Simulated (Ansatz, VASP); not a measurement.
# Si16O in VASP and in Ansatz

```
Si O
1.0
     0.00000    5.43000    5.43000
     5.43000    0.00000    5.43000
     5.43000    5.43000    0.00000
Si O
16 1
Direct
  0.00364 0.99210 0.00452
  0.14691 0.07488 0.14797
  0.96717 0.01873 0.51900
  0.11355 0.13040 0.63107
  0.99307 0.49215 0.99200
  0.11568 0.61616 0.11757
  0.00343 0.50375 0.49331
  0.14690 0.64684 0.57618
  0.51870 0.01873 0.96813
  0.63036 0.13069 0.11452
  0.48708 0.98714 0.48804
  0.61158 0.11116 0.61269
  0.49169 0.50398 0.00462
  0.57402 0.64724 0.14851
  0.51885 0.46683 0.51917
  0.63014 0.61360 0.63127
  0.29469 0.79471 0.29505
```

Alike in both runs: functional PBE; dispersion D3(BJ); k mesh 2 × 2 × 2; occupations fermi-dirac, width 0.02 eV; collinear spin.

Ansatz relaxed the structure, and its values are those at the end. VASP's run is a single point on that final structure, the one shown.

|  | VASP | Ansatz |
| --- | --- | --- |
| version | VASP 6.6.1 | Ansatz 0.2.0 |
| potentials or method | VASP PAW PBE potentials, release 64 (Si, O), cutoff 520 eV | scalar-relativistic, plane waves, PAW |
| valence electrons in the cell | 70 | 70 |

Ansatz gave:

```
rms of the force components (eV/Å) : 0.014
net moment per atom (μB)           : 0.00
```

Question: What did VASP give for the same quantities?

Answer: rms of the force components (eV/Å): 0.016; net moment per atom (μB): 0.00.

Ansatz's warnings: dispersion switch in reach, filled band counts differ across k points, relaxed geometry near dispersion switch, seeded moment not kept.

The k mesh is coarse, so the values compare programs but aren't converged.
